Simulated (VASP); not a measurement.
Wanted: the native input for a VASP 6.6.1 run.

* Task: single point
* Functional: PBE
* Dispersion: D3(BJ)
* Potentials or basis: VASP PAW PBE potentials, release 64 (Co, Pd, O)
* Cutoff: 520 eV
* k mesh: 10 × 10 × 10
* Occupations: gaussian, width 0.05 eV
* Spin: collinear spin, zero start
* Starting moments: [0.0, 0.0, 0.0, 0.0] μB
* Hubbard terms: Co d U = 3.3 eV
* Dipole correction: no
* Further INCAR settings: ALGO = Normal; EDIFF = 1e-07; NBANDS = 28

The structure of CoPdO2 lies in POSCAR:

```
CoPdO2
1.0
    1.4326930356      0.8271657099      5.9683068517
   -1.4326930356      0.8271657099      5.9683068517
    0.0000000000     -1.6543314195      5.9683068517
Co Pd O
1 1 2
Direct
    0.5000000000      0.5000000000      0.5000000000
    0.0000000000      0.0000000000      0.0000000000
    0.1121111742      0.1121111742      0.1121111742
    0.8878888258      0.8878888258      0.8878888258
```

These files were run (other wordings do the same):

INCAR

```
PREC = Accurate
ENCUT = 520
EDIFF = 1E-7
ISMEAR = 0
SIGMA = 0.05
LREAL = F
LASPH = T
NELM = 150
ALGO = Normal
ISIF = 2
LWAVE = F
LCHARG = F
ISPIN = 2
MAGMOM = 0 0 0 0
LORBIT = 11
LMAXMIX = 4
LDAU = T
LDAUTYPE = 2
LDAUL = 2 -1 -1
LDAUU = 3.3 0 0
LDAUJ = 0 0 0
LDAUPRINT = 1
GGA = PE
IVDW = 12
NBANDS = 28
```

KPOINTS

```
regular mesh
0
Gamma
  10 10 10
```

Potentials or basis: VASP PAW PBE potentials, release 64 (Co, Pd, O).

Command:

```console
$ cat potpaw_PBE.64/Co/POTCAR potpaw_PBE.64/Pd/POTCAR potpaw_PBE.64/O/POTCAR > POTCAR
$ mpirun -np 1 vasp_std > vasp.out
```

It gave:

```json
{"Pressure": "-6.2 GPa", "Largest force": "0.137 eV/Å", "Net moment": "0.00 μB per cell", "Valence electrons inside the program's atomic spheres": "Co 8.36; Pd 9.35; O 5.00", "Dispersion energy per atom": "-0.280 eV"}
```

Caveat: three body term missing; the cell stands under tension; no moment was typed at the start, so none could form.

Wall time 16 min on 1 thread of Intel(R) Xeon(R) Platinum 8488C (Sapphire Rapids), on a shared host, peak memory 0.57 GiB.
